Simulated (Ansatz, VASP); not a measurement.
One calculation of Ca2Se, two programs

INCAR

```
SYSTEM = Ca2Se
PREC     = Accurate       ! precision mode
ENCUT    = 600            ! plane-wave cutoff, eV
EDIFF    = 1E-7           ! SCF threshold, eV
ISMEAR   = 0              ! smearing method
SIGMA    = 0.1            ! smearing width, eV
LREAL    = .False.        ! projectors in reciprocal space
LASPH    = .True.         ! aspherical terms in the spheres
NELM     = 100            ! most SCF steps
ALGO     = Normal         ! electronic algorithm
ISIF     = 3              ! what is computed and relaxed
LWAVE    = .False.        ! write WAVECAR
LCHARG   = .False.        ! write CHGCAR
GGA      = PE             ! functional
IBRION   = 2              ! ionic algorithm
NSW      = 90             ! ionic steps
EDIFFG   = -0.04          ! ionic threshold
```

File KPOINTS:

```
Automatic mesh
0
Gamma
  4 4 4
  0 0 0
```

POSCAR

```
Ca2Se
1.0
   -2.8300148600      2.8300148600      4.7488088500
    2.8300148600     -2.8300148600      4.7488088500
    2.8300148600      2.8300148600     -4.7488088500
Ca Se
4 2
Direct
    0.0000000000      0.0000000000      0.0000000000
    0.2500000000      0.7500000000      0.5000000000
    0.0045120300      0.5045120300      0.5000000000
    0.4954879700      0.9954879700      0.5000000000
    0.5000000000      0.5000000000      0.0000000000
    0.7500000000      0.2500000000      0.5000000000
```

Input for Ansatz:

```yaml
crystal:
  lattice:
    - [-2.83001486, 2.83001486, 4.74880885]
    - [2.83001486, -2.83001486, 4.74880885]
    - [2.83001486, 2.83001486, -4.74880885]
  atoms:
    - { symbol: Ca, position: [0.0, 0.0, 0.0] }
    - { symbol: Ca, position: [0.25, 0.75, 0.5] }
    - { symbol: Ca, position: [0.00451203, 0.50451203, 0.5] }
    - { symbol: Ca, position: [0.49548797, 0.99548797, 0.5] }
    - { symbol: Se, position: [0.5, 0.5, 0.0] }
    - { symbol: Se, position: [0.75, 0.25, 0.5] }
basis:
  ecutwfc: 420
kpoints:
  mp_grid: { grid: [4, 4, 4] }
hamiltonian:
  xc: pbe
scf:
  occupations: { method: gaussian, width: 0.1 }
  lower_state_search: "off"
output:
  forces: true
  stress: true
  eigenvalues: true
relax:
  adjacent_minimum: "off"
  f_tol: 0.04
  max_steps: 70
  cell: { stress_tol: 0.4 }
```

Alike in both runs: task relaxation of cell and atoms; functional PBE; k mesh 4 × 4 × 4; occupations gaussian, width 0.1 eV; no spin polarisation.

```csv
,VASP,Ansatz
version,VASP 6.6.1,Ansatz 0.2.0
potentials or method,"VASP PAW PBE potentials, release 64 (Ca_sv, Se), cutoff 600 eV","scalar-relativistic, plane waves, PAW"
valence electrons in the cell,52,72
```

```tsv
	VASP	Ansatz	Ansatz less VASP
gap on the k mesh at the Fermi level, each at its own relaxed structure (eV)	none	none	-
relaxed volume (Å³/atom)	39.84	40.04	+0.200
relaxed length of the cell vector where the two differ most in proportion (Å)	7.808	7.863	+0.0545
```

A gap of «none» marks a metal or a gap that the smearing closes. VASP's potentials hold 52 valence electrons a cell and Ansatz's 72, so a difference there can come from the potentials and not from the codes.

The k mesh is coarse, so the values compare programs but aren't converged. Noted on VASP's run: the volume moved by over 15 % at a fixed basis, so the end points are rough.
